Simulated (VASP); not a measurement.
ZrB2, 3 atoms in the cell. It takes space group P6/mmm (No. 191, hexagonal). The conventional cell has a = 3.150 Å, b = 3.150 Å, c = 3.465 Å, α = 90.00°, β = 90.00°, γ = 120.00°. Within 3.3 Å of Zr (site symmetry 6/mmm) lie 12 B at 2.51 Å and 6 Zr at 3.15 Å. B (site symmetry -6m2) has 3 B at 1.82 Å within 2.4 Å. 

```yaml
Program: VASP 6.6.1
Task: relaxation of cell and atoms
Functional: LDA
Potentials_or_basis: VASP PAW LDA potentials, release 64 (Zr_sv, B)
Cutoff: 500 eV
k_mesh: 9 × 9 × 7
Occupations: methfessel-paxton, width 0.05 eV
Spin: no spin polarisation
Dipole_correction: no
Further_INCAR_settings: ALGO = Normal; EDIFF = 1e-07; IBRION = 2; EDIFFG = -0.01; NSW = 60; ISIF = 3
```

Potentials or basis: VASP PAW LDA potentials, release 64 (Zr_sv, B).

Launch:

```bash
$ cat potpaw_LDA.64/Zr_sv/POTCAR potpaw_LDA.64/B/POTCAR > POTCAR
$ mpirun -np 1 vasp_std > vasp.out
```

Hardware: 1 thread of Intel Xeon 8259CL, on a shared host.

**Question.** How long does it take, and how much memory?

**Answer.** Wall time 80 s on 1 thread of Intel Xeon 8259CL, with other jobs on the host, peak memory 0.15 GiB. Counts: scf iterations 42, k points 48, ion steps 5.
